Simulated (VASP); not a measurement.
# Sn (Immm) in VASP: a series of runs

Runs on Sn. Level: PBEsol+D3(BJ). Tasks: single point.

Everything below comes from runs of VASP 6.6.1. Logs are shortened: lines on timing, memory, paths and dates and some standing lists are left out, and cuts for length are marked.

### 1 The cell of the first run

The structure is orthorhombic, space group Immm (No. 71). Conventional cell: a = 3.345 Å, b = 3.440 Å, c = 4.983 Å, α = 90.00°, β = 90.00°, γ = 90.00°. Sn (site symmetry mmm) has 12 Sn at 3.35 to 3.46 Å within 4.4 Å.

### 2 Single point, PBEsol+D3(BJ)

Input file INCAR:

```
ALGO = Fast
EDIFF = 1E-7
ENCUT = 520
GGA = PS
ISIF = 2
ISMEAR = 0
IVDW = 12
LASPH = True
LCHARG = False
LREAL = False
LWAVE = False
NBANDS = 13
NELM = 80
PREC = Accurate
SIGMA = 0.15
```

Input file KPOINTS:

```
k-points
0
Gamma
  22 22 22
```

Input file POSCAR:

```
Sn
1.0
   -1.6725489275      1.7200244133      2.4917424655
    1.6725489275     -1.7200244133      2.4917424655
    1.6725489275      1.7200244133     -2.4917424655
Sn
1
Direct
    0.0000000000      0.0000000000      0.0000000000
```

Potentials or basis: VASP PAW PBE potentials, release 64 (Sn_d).

The run is started by

```console
cat potpaw_PBE.64/Sn_d/POTCAR > POTCAR
mpirun -np 1 vasp_std > vasp.out
```

OUTCAR:

```text
EDIFF = 1E-7
   ENCUT = 520
   GGA = PS
   ISIF = 2
   ISMEAR = 0
   IVDW = 12
   LASPH = True
   LREAL = False
   NELM = 80
   PREC = Accurate
 IVDW          = 12

 ion  position               nearest neighbor table
   1  0.000  0.000  0.000-

  LATTYP: Found a body centered orthorhombic cell.
 ALAT       =     3.3450978550
 B/A-ratio  =     1.0283851103
 C/A-ratio  =     1.4897874881

  Lattice vectors:

 A1 = (  -1.6725489275,   1.7200244133,   2.4917424655)
 A2 = (   1.6725489275,  -1.7200244133,   2.4917424655)
 A3 = (   1.6725489275,   1.7200244133,  -2.4917424655)

Analysis of symmetry for initial positions (statically):
=====================================================================
 Subroutine PRICEL returns:
 Original cell was already a primitive cell.

 Routine SETGRP: Setting up the symmetry group for a
 body centered orthorhombic supercell.

 Subroutine GETGRP returns: Found  8 space group operations
 (whereof  8 operations were pure point group operations)
 out of a pool of  8 trial point group operations.

The static configuration has the point symmetry D_2h.

Analysis of symmetry for dynamics (positions and initial velocities):
=====================================================================
 Subroutine PRICEL returns:
 Original cell was already a primitive cell.

 Routine SETGRP: Setting up the symmetry group for a
 body centered orthorhombic supercell.

 Subroutine GETGRP returns: Found  8 space group operations
 (whereof  8 operations were pure point group operations)
 out of a pool of  8 trial point group operations.

The dynamic configuration has the point symmetry D_2h.

 Subroutine INISYM returns: Found  8 space group operations
 (whereof  8 operations are pure point group operations),
 and found     1 'primitive' translations

----------------------------------------------------------------------------------------

                                     Primitive cell

  volume of cell :      28.6732

  direct lattice vectors                    reciprocal lattice vectors
    -1.672548928  1.720024413  2.491742465     0.000000000  0.290693548  0.200662792
     1.672548928 -1.720024413  2.491742465     0.298944917  0.000000000  0.200662792
     1.672548928  1.720024413 -2.491742465     0.298944917  0.290693548  0.000000000

  length of vectors
     3.459000493  3.459000493  3.459000493     0.353225558  0.360046691  0.416978180

  position of ions in fractional coordinates (direct lattice)
     0.000000000  0.000000000  0.000000000

[... 85 lines left out ...]
   PSTRESS=    0.0 pullay stress
   NELECT =      14.0000    total number of electrons
   NUPDOWN=      -1.0000    fix difference up-down
   EMIN   =  10.00;   EMAX   =-10.00  energy-range for DOS
   EFERMI =   0.00;   METHOD = LEGACY
   ISMEAR =     0;   SIGMA  =   0.15  broadening in eV -4-tet -1-fermi 0-gaus
   EFERMI_NEDOS =   21; number of points for ismear=-14 and -15
   IALGO  =     68    algorithm
   IMIX   =      4    mixing-type and parameters
     AMIX     =   0.40;   BMIX     =  1.00
     AMIX_MAG =   1.60;   BMIX_MAG =  1.00
  volume/ion in A,a.u.               =      28.67       193.50
  Fermi-wavevector in a.u.,A,eV,Ry     =   1.289116  2.436076 22.610433  1.661820
  Thomas-Fermi vector in A             =   2.421028
   LORBIT       =      0    0 simple, 1 ext, 2 COOP (PROOUT), +10 PAW based schemes
   GGA     = PS    functional components
   LHFCALC =     F    Hartree Fock is set to
   AEXX    =    0.0000 exact exchange contribution
   IVDW    =    12    specifies the selected vdW correction
   LEPSILON=     F    determine dielectric tensor
   LRPA    =     F    only Hartree local field effects (RPA)
 non-spin polarized calculation
 RMM-DIIS sequential band-by-band and
 Gauss-broadening in eV      SIGMA  =   0.15
  energy-cutoff  :      520.00
  volume of cell :       28.67
 maximum number of plane-waves:       794
 NGX is ok and might be reduce to    28
   NGX = 13   NGY = 13   NGZ = 13

 number of electron      14.0000000 magnetization

 Free energy of the ion-electron system (eV)
  ---------------------------------------------------
  ext. energy  EPLUGINS =         0.00000000
  ---------------------------------------------------
  free energy    TOTEN  =        -4.20995981 eV

  energy without entropy =       -4.20406126  energy(sigma->0) =       -4.20701053

 E-fermi :   7.3801     XC(G=0): -10.2530

 val. band max:        7.3760020938   @ k =  -0.1364   0.2727   0.0909
 cond. band min:       7.3803573529   @ k =  -0.4545   0.5000   0.2273
 fundamental gap:      0.0043552590
 Fermi energy:         7.3800782609

 k-point     1 :       0.0000    0.0000    0.0000
  band No.  band energies     occupation
      1     -14.0949      2.00000
      2     -14.0780      2.00000
      3     -14.0628      2.00000
      4     -14.0243      2.00000
      5     -13.9999      2.00000
      6      -3.4229      2.00000
      7      14.2734      0.00000
      8      14.5873      0.00000
      9      14.9119      0.00000
     10      17.9609      0.00000
     11      18.5942      0.00000
     12      18.6871      0.00000
     13      19.3070      0.00000
[... 354 lines left out ...]
  band No.  band energies     occupation
      1     -14.0883      2.00000
      2     -14.0750      2.00000
      3     -14.0550      2.00000
      4     -13.9507      2.00000
      5     -13.9481      2.00000
      6       0.4865      2.00000
      7       3.0323      2.00000
      8      12.3505      0.00000
      9      13.0541      0.00000
     10      16.6110      0.00000
     11      17.2078      0.00000
     12      18.3083      0.00000
     13      19.1369      0.00000

 [... further k-points ...]

------------------------ aborting loop because EDIFF is reached ----------------------------------------

 Edisp (eV)   -0.36827

 E8    (eV) :    -0.2596

  FORCE on cell =-STRESS in cart. coord.  units (eV):
  Direction    XX          YY          ZZ          XY          YZ          ZX
  --------------------------------------------------------------------------------------
  -------------------------------------------------------------------------------------
  Total      -0.93843    -1.09646    -1.06030    -0.00000     0.00000     0.00000
  in kB     -52.43684   -61.26687   -59.24624    -0.00000     0.00000     0.00000
  external pressure =      -57.65 kB  Pullay stress =        0.00 kB

 VOLUME and BASIS-vectors are now :
 -----------------------------------------------------------------------------
  energy-cutoff  :      520.00
  volume of cell :       28.67
      direct lattice vectors                 reciprocal lattice vectors
    -1.672548928  1.720024413  2.491742465     0.000000000  0.290693548  0.200662792
     1.672548928 -1.720024413  2.491742465     0.298944917  0.000000000  0.200662792
     1.672548928  1.720024413 -2.491742465     0.298944917  0.290693548  0.000000000

 POSITION                                       TOTAL-FORCE (eV/Angst)
 -----------------------------------------------------------------------------------
      0.00000      0.00000      0.00000         0.000000     -0.000000      0.000000
 -----------------------------------------------------------------------------------
    total drift:                                0.000000      0.000000      0.000000

  FREE ENERGIE OF THE ION-ELECTRON SYSTEM (eV)
  ---------------------------------------------------
  free  energy   TOTEN  =        -4.5782300853 eV

  energy  without entropy=       -4.5723315335  energy(sigma->0) =       -4.57528081
```

OSZICAR:

```text
N       E                     dE             d eps       ncg     rms          rms(c)
DAV:   1     0.806405480083E+02    0.80641E+02   -0.71495E+03 40901   0.157E+03
DAV:   2     0.154920330967E+01   -0.79091E+02   -0.76610E+02 42120   0.339E+02
DAV:   3    -0.410532937766E+01   -0.56545E+01   -0.56344E+01 47141   0.738E+01
DAV:   4    -0.422390921153E+01   -0.11858E+00   -0.11855E+00 48689   0.114E+01
DAV:   5    -0.422802409143E+01   -0.41149E-02   -0.41148E-02 52612   0.207E+00    0.120E+00
RMM:   6    -0.421408338703E+01    0.13941E-01   -0.13578E-02 50288   0.153E+00    0.674E-01
RMM:   7    -0.421010822246E+01    0.39752E-02   -0.93879E-03 50360   0.113E+00    0.107E-01
RMM:   8    -0.420992156173E+01    0.18666E-03   -0.84435E-04 55410   0.433E-01    0.263E-02
RMM:   9    -0.420995706718E+01   -0.35505E-04   -0.36101E-04 61843   0.175E-01    0.235E-02
RMM:  10    -0.420995769402E+01   -0.62684E-06   -0.57890E-05 53459   0.112E-01    0.465E-03
RMM:  11    -0.420995940459E+01   -0.17106E-05   -0.30793E-05 65174   0.547E-02    0.725E-03
RMM:  12    -0.420995990326E+01   -0.49867E-06   -0.37671E-06 63338   0.185E-02    0.881E-03
RMM:  13    -0.420995980817E+01    0.95089E-07   -0.57941E-07 45724   0.916E-03
   1 F= -.45782301E+01 E0= -.45752808E+01  d E =-.589855E-02
```

Run time: 16 min. Hardware: 1 thread of Oxide Virtual Turin-like, shared host; peak memory 0.57 GiB.

Results:

* Free energy: -4.5782 eV
* Pressure: -5.8 GPa
* Band gap on the k mesh: zero (band 7 reaches 14.27 eV, above the bottom of band 8 at 5.29 eV)
* Dispersion energy per atom: -0.368 eV

Stress tensor (GPa, compression positive):
```
-5.24  0.00  0.00
 0.00 -6.13  0.00
 0.00  0.00 -5.92
```

Caveat: the PAW data sets were made with another functional, which shifts forces and pressure a little; spin-orbit coupling is left out, which moves the levels of the heavy elements; pairwise dispersion overbinds metals, which lowers pressure and volume.

### 3 Single point, PBEsol+D3(BJ)

Input file INCAR:

```
  PREC = Accurate
  ENCUT = 520
  EDIFF = 1E-6
  ISMEAR = 0
  SIGMA = 0.15
  LREAL = False
  LASPH = True
  NELM = 80
  ALGO = Fast
  ISIF = 2
  LWAVE = False
  LCHARG = False
  GGA = PS
  IVDW = 12
  NBANDS = 13
```

Input file KPOINTS:

```
regular mesh
0
Gamma
  22 22 22
```

Input file POSCAR:

```
Sn
1.0
   -1.6986867263      1.7469041365      2.4156512206
    1.6986867263     -1.7469041365      2.4156512206
    1.6986867263      1.7469041365     -2.4156512206
Sn
1
Direct
    0.0000000000      0.0000000000      0.0000000000
```

Potentials or basis: VASP PAW PBE potentials, release 64 (Sn_d).

The run is started by

```console
cat potpaw_PBE.64/Sn_d/POTCAR > POTCAR
mpirun -np 1 vasp_std > vasp.out
```

OUTCAR:

```text
PREC = Accurate
   ENCUT = 520
   EDIFF = 1E-6
   ISMEAR = 0
   LREAL = False
   LASPH = True
   NELM = 80
   ISIF = 2
   GGA = PS
   IVDW = 12
 IVDW          = 12

 ion  position               nearest neighbor table
   1  0.000  0.000  0.000-

  LATTYP: Found a body centered orthorhombic cell.
 ALAT       =     3.3973734526
 B/A-ratio  =     1.0283851104
 C/A-ratio  =     1.4220698750

  Lattice vectors:
[... 565 lines left out ...]
     10      16.6615      0.00000
     11      17.6348      0.00000
     12      18.0477      0.00000
     13      18.7864      0.00000

 [... further k-points ...]

------------------------ aborting loop because EDIFF is reached ----------------------------------------

 Edisp (eV)   -0.36829

 E8    (eV) :    -0.2596

  FORCE on cell =-STRESS in cart. coord.  units (eV):
  Direction    XX          YY          ZZ          XY          YZ          ZX
  --------------------------------------------------------------------------------------
  -------------------------------------------------------------------------------------
  Total      -0.96028    -1.07643    -1.02877     0.00000     0.00000     0.00000
  in kB     -53.65747   -60.14798   -57.48490     0.00000     0.00000     0.00000
  external pressure =      -57.10 kB  Pullay stress =        0.00 kB

 VOLUME and BASIS-vectors are now :
 -----------------------------------------------------------------------------
  energy-cutoff  :      520.00
  volume of cell :       28.67
      direct lattice vectors                 reciprocal lattice vectors
    -1.698686726  1.746904136  2.415651221     0.000000000  0.286220629  0.206983523
     1.698686726 -1.746904136  2.415651221     0.294345033  0.000000000  0.206983523
     1.698686726  1.746904136 -2.415651221     0.294345033  0.286220629  0.000000000

 POSITION                                       TOTAL-FORCE (eV/Angst)
 -----------------------------------------------------------------------------------
      0.00000      0.00000      0.00000        -0.000000     -0.000000      0.000000
 -----------------------------------------------------------------------------------
    total drift:                                0.000000      0.000000      0.000000

  FREE ENERGIE OF THE ION-ELECTRON SYSTEM (eV)
  ---------------------------------------------------
  free  energy   TOTEN  =        -4.5787618181 eV

  energy  without entropy=       -4.5725842245  energy(sigma->0) =       -4.57567302
```

It took 11 min on 1 thread of Oxide Virtual Turin-like, shared host; peak memory 0.57 GiB.

What came out:

- Free energy: -4.5788 eV
- Pressure: -5.7 GPa
- Band gap on the k mesh: zero (band 7 reaches 14.31 eV, above the bottom of band 8 at 5.46 eV)
- Dispersion energy per atom: -0.368 eV

Caveat: the PAW data sets were made with another functional, which shifts forces and pressure a little; spin-orbit coupling is left out, which moves the levels of the heavy elements; pairwise dispersion overbinds metals, which lowers pressure and volume.
